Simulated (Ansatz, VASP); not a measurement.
# One calculation of WC, two programs

File INCAR:

```
ALGO = Normal
EDIFF = 1E-7
ENCUT = 520
GGA = PS
ISIF = 2
ISMEAR = -1
LASPH = True
LCHARG = True
LELF = True
LREAL = False
LVHAR = True
LWAVE = False
NBANDS = 16
NELM = 60
PREC = Accurate
SIGMA = 0.05
```

The input KPOINTS:

```
k-points
0
Gamma
  8 8 7
```

File POSCAR:

```
WC
1.0
    2.9065000000      0.0000000000      0.0000000000
   -1.4532500000      2.5171028361      0.0000000000
    0.0000000000      0.0000000000      2.8366000000
W C
1 1
Direct
    0.0000000000      0.0000000000      0.0000000000
    0.6666666667      0.3333333333      0.5000000000
```

File input.yaml:

```yaml
crystal:
  lattice:
    - [2.9065, 0.0, 0.0]
    - [-1.45325, 2.5171028361, 0.0]
    - [0.0, 0.0, 2.8366]
  atoms:
    - { symbol: W, position: [0.0, 0.0, 0.0] }
    - { symbol: C, position: [0.6666666667, 0.3333333333, 0.5] }
kpoints:
  mp_grid: { grid: [8, 8, 7] }
  band_path:
    path:
      - [0.0, 0.0, 0.0]
      - [0.5, 0.0, 0.0]
      - [0.3333333333, 0.3333333333, 0.0]
      - [0.0, 0.0, 0.0]
      - [0.0, 0.0, 0.5]
      - [0.5, 0.0, 0.5]
      - [0.3333333333, 0.3333333333, 0.5]
      - [0.0, 0.0, 0.5]
    npoints: 8
scf:
  occupations: { method: fermi_dirac, width: 0.05 }
hamiltonian:
  xc: pbesol
  pseudopotentials: { kind: all_electron, lapw: { basis_error: 0.001 } }
output:
  forces: true
  stress: true
  eigenvalues: true
```

Alike in both runs: functional PBEsol; k mesh 8 × 8 × 7; occupations fermi-dirac, width 0.05 eV; no spin polarisation.

|  | VASP | Ansatz |
| --- | --- | --- |
| version | VASP 6.6.1 | Ansatz 0.2.0 |
| potentials or method | VASP PAW PBE potentials, release 64 (W_sv, C), cutoff 520 eV | all-electron LAPW, scalar-relativistic |
| task | single point | band structure |

|  | VASP | Ansatz | Ansatz less VASP |
| --- | --- | --- | --- |
| gap on the k mesh at the Fermi level (eV) | none | none | - |
| pressure (GPa) | -2.3 | -3.5 | -1.18 |
| traceless stress, the component that is largest in VASP (GPa) | -0.98 | -1.20 | -0.221 |

VASP's potentials were made for PBE, not for PBEsol. A gap of «none» marks a metal or a gap that the smearing closes. Ansatz ran all-electron here, and VASP with PAW potentials.

Neither program's run includes spin-orbit coupling. Noted on Ansatz's run: the k mesh is thin for a metal, which can move the energy by tens of meV per atom.
